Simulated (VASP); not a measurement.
Input of a VASP 6.6.1 run:

The input INCAR:

```
SYSTEM = WS2
  ALGO = Normal
  EDIFF = 1E-6
  ENCUT = 520
  GGA = PS
  ISIF = 2
  ISMEAR = -1
  LASPH = .TRUE.
  LCHARG = .FALSE.
  LREAL = .FALSE.
  LWAVE = .FALSE.
  NBANDS = 35
  NELM = 60
  PREC = Accurate
  SIGMA = 0.05
```

File KPOINTS:

```
k-points
0
G
  10 10 2
  0 0 0
```

POSCAR

```
WS2
1.0
    3.2456402644      0.0000000000      0.0000000000
   -1.6228201322      2.8108069205      0.0000000000
    0.0000000000      0.0000000000     24.1329745006
W S
2 4
Direct
    0.6666666667      0.3333333333      0.3626824600
    0.3333333333      0.6666666667      0.6373175400
    0.6666666667      0.3333333333      0.7031838900
    0.3333333333      0.6666666667      0.4285581700
    0.6666666667      0.3333333333      0.5714418300
    0.3333333333      0.6666666667      0.2968161100
```

Potentials or basis: VASP PAW PBE potentials, release 64 (W_sv, S).

Command:

```bash
$ cat potpaw_PBE.64/W_sv/POTCAR potpaw_PBE.64/S/POTCAR > POTCAR
$ mpirun -np 1 vasp_std > vasp.out
```

What does it give for the band gap on the k mesh?

1.56 eV, indirect (least direct gap 1.96 eV).

What does it give for the largest force?

1.049 eV/Å.

Forces in eV/Å, atoms in the order of the input:
```
W    0.000  0.000 -0.005
W    0.000  0.000  0.005
S    0.000  0.000 -1.049
S    0.000  0.000 -1.020
S    0.000  0.000  1.020
S    0.000  0.000  1.049
```

Caveat: the PAW data sets were made with another functional, which shifts forces and pressure a little; spin-orbit coupling is left out, which moves the levels of the heavy elements.
